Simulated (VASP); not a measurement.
Here is a VASP 6.6.1 calculation.

The input INCAR:

```
PREC     = Accurate       # precision mode
ENCUT    = 650            # plane-wave cutoff, eV
EDIFF    = 1E-6           # SCF threshold, eV
ISMEAR   = 0              # smearing method
SIGMA    = 0.05           # smearing width, eV
LREAL    = False          # projectors in reciprocal space
LASPH    = True           # aspherical terms in the spheres
NELM     = 120            # most SCF steps
ALGO     = Normal         # electronic algorithm
ISIF     = 2              # what is computed and relaxed
LWAVE    = False          # write WAVECAR
LCHARG   = False          # write CHGCAR
GGA      = PS             # functional
NBANDS   = 64             # bands
GGA_COMPAT= False
```

KPOINTS

```
Automatic mesh
0
Gamma
  4 4 4
```

Contents of POSCAR:

```
Li15Se8
1.0
    5.9447526219      0.0000000000      5.9447526219
    5.9447526219      5.9447526219      0.0000000000
    0.0000000000      5.9447526219      5.9447526219
Li Se
15 8
Direct
    0.1233433060      0.6266566940      0.1233433060
    0.6266566940      0.1233433060      0.1233433060
    0.6266566940      0.6266566940      0.1233433060
    0.1233433060      0.1233433060      0.6266566940
    0.1233433060      0.6266566940      0.6266566940
    0.6266566940      0.1233433060      0.6266566940
    0.6250000000      0.6250000000      0.6250000000
    0.3750000000      0.3750000000      0.3750000000
    0.3663209530      0.8836790470      0.3663209530
    0.8836790470      0.3663209530      0.3663209530
    0.8836790470      0.8836790470      0.3663209530
    0.3663209530      0.3663209530      0.8836790470
    0.3663209530      0.8836790470      0.8836790470
    0.8836790470      0.3663209530      0.8836790470
    0.8750000000      0.8750000000      0.8750000000
   -0.0023512855     -0.0023512855      0.5070538566
    0.0001186904      0.4999604365      0.4999604365
    0.4999604365      0.0001186904      0.4999604365
    0.4999604365      0.4999604365      0.4999604365
   -0.0023512855     -0.0023512855     -0.0023512855
   -0.0023512855      0.5070538566     -0.0023512855
    0.5070538566     -0.0023512855     -0.0023512855
    0.4999604365      0.4999604365      0.0001186904
```

Potentials or basis: VASP PAW PBE potentials, release 64 (Li_sv, Se).

The run is started by

```sh
$ cat potpaw_PBE.64/Li_sv/POTCAR potpaw_PBE.64/Se/POTCAR > POTCAR
$ mpirun -np 1 vasp_std > vasp.out
```

(1) Predict the band gap on the k mesh.

(2) Predict the pressure.

(3) Estimate the largest force.

## Answers

(1) zero (an odd number of electrons rules out a gap without spin polarisation).

(2) -0.3 GPa.

(3) 0.019 eV/Å.

Caveat: the cell differs from its parent crystal (atoms taken out, then relaxed in part); the PAW data sets were made with another functional, which shifts forces and pressure a little.
